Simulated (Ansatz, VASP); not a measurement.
One calculation of Ti, two programs

```
Ti
1.0
     0.00000    2.14300    1.82155
     2.14300    0.00000    1.82155
     2.14300    2.14300    0.00000
Ti
1
Direct
  0.00000 0.00000 0.00000
```

Alike in both runs: task single point; functional PBE; k mesh 22 × 22 × 22; occupations gaussian, width 0.15 eV; no spin polarisation.

|  | VASP | Ansatz |
| --- | --- | --- |
| version | VASP 6.6.1 | Ansatz 0.2.0 |
| potentials or method | VASP PAW PBE potentials, release 64 (Ti_sv), cutoff 520 eV | scalar-relativistic, plane waves, PAW |
| valence electrons in the cell | 12 | 12 |

|  | VASP | Ansatz | Ansatz less VASP |
| --- | --- | --- | --- |
| gap on the k mesh at the Fermi level (eV) | none | none | - |
| pressure (GPa) | 3.9 | 4.2 | +0.34 |
| traceless stress, the component that is largest in VASP (GPa) | 2.15 | 2.14 | -0.014 |

A gap of «none» marks a metal or a gap that the smearing closes.
